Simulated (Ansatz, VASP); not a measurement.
**Al in VASP and in Ansatz**

POSCAR

```
Al
1.0
    0.0000000000      1.9419610674      1.9419610674
    1.9419610674      0.0000000000      1.9419610674
    1.9419610674      1.9419610674      0.0000000000
Al
1
Direct
    0.0000000000      0.0000000000      0.0000000000
```

The input INCAR.step1:

```
PREC = Accurate ; ENCUT = 520
ISMEAR = -1 ; SIGMA = 0.1
LREAL = F ; LASPH = T
NELM = 80 ; NBANDS = 8
GGA = PE ; ALGO = Normal
EDIFF = 1E-4 ; LWAVE = T
LCHARG = F
```

File INCAR.step2:

```
PREC = Accurate ; ENCUT = 520
EDIFF = 1E-7 ; ISMEAR = -1
SIGMA = 0.1 ; LREAL = F
LASPH = T ; NELM = 80
ALGO = Normal ; ISIF = 2
LWAVE = F ; LCHARG = F
METAGGA = R2SCAN ; LMIXTAU = T
NBANDS = 8 ; ISTART = 1
```

File KPOINTS:

```
Automatic mesh
0
Gamma
  22 22 22
```

Input for Ansatz:

```yaml
crystal:
  lattice:
    - [0.0, 1.9419610674, 1.9419610674]
    - [1.9419610674, 0.0, 1.9419610674]
    - [1.9419610674, 1.9419610674, 0.0]
  atoms:
    - { symbol: Al, position: [0.0, 0.0, 0.0] }
hamiltonian:
  xc: r2scan
  pseudopotentials:
    kind: paw
    azcp:
      Al: "pseudopotentials/Al.paw.azcp"
basis:
  ecutwfc: 500
  fft_grid_basis: typed
kpoints:
  mp_grid: { grid: [22, 22, 22], shift: [0, 0, 0] }
magnetization:
  spin_polarized: false
scf:
  occupations: { method: fermi_dirac, width: 0.1 }
output:
  stress: true
```

Alike in both runs: task single point; functional r2SCAN; k mesh 22 × 22 × 22; occupations fermi-dirac, width 0.1 eV; no spin polarisation.

```csv
,VASP,Ansatz
version,VASP 6.6.1,Ansatz 0.2.0
potentials or method,"VASP PAW PBE potentials, release 64 (Al), cutoff 520 eV","plane waves (500 eV) with PAW, scalar-relativistic"
valence electrons in the cell,3,3
```

|  | VASP | Ansatz | Ansatz less VASP |
| --- | --- | --- | --- |
| pressure (GPa) | 8.9 | 9.3 | +0.41 |

VASP's potentials were made for PBE, not for r2SCAN.
